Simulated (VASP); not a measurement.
A run of VASP 6.6.1:

The input INCAR:

```
SYSTEM = MgCdTe3
ALGO = Normal ; EDIFF = 1E-6
ENCUT = 520 ; GGA = PE
ISIF = 2 ; ISMEAR = 0
LASPH = .True. ; LCHARG = .False.
LREAL = .False. ; LWAVE = .False.
NBANDS = 24 ; NELM = 100
PREC = Accurate ; SIGMA = 0.1
```

The input KPOINTS:

```
k-points
0
Gamma
  6 6 8
  0 0 0
```

File POSCAR:

```
MgCdTe3
1.0
    6.4136584243      0.0000000000      0.0000000000
   -3.2068292121      5.5543911266      0.0000000000
    0.0000000000      0.0000000000      5.5210650508
Mg Cd Te
1 1 3
Direct
    0.0000000000      0.0000000000      0.5000000000
    0.0000000000      0.0000000000      0.0000000000
    0.5000000000      0.0000000000      0.0000000000
    0.0000000000      0.5000000000      0.0000000000
    0.5000000000      0.5000000000      0.0000000000
```

Potentials or basis: VASP PAW PBE potentials, release 64 (Mg, Cd, Te).

Launch:

```sh
$ cat potpaw_PBE.64/Mg/POTCAR potpaw_PBE.64/Cd/POTCAR potpaw_PBE.64/Te/POTCAR > POTCAR
$ mpirun -np 1 vasp_std > vasp.out
```

Hardware: 1 thread of Intel Xeon 8259CL, on a shared host.

Q: How long does it take, and how much memory?

A: Run time: 3.9 min on 1 thread of Intel Xeon 8259CL (shared host), peak memory 0.42 GiB. Counts: scf iterations 13, k points 35.
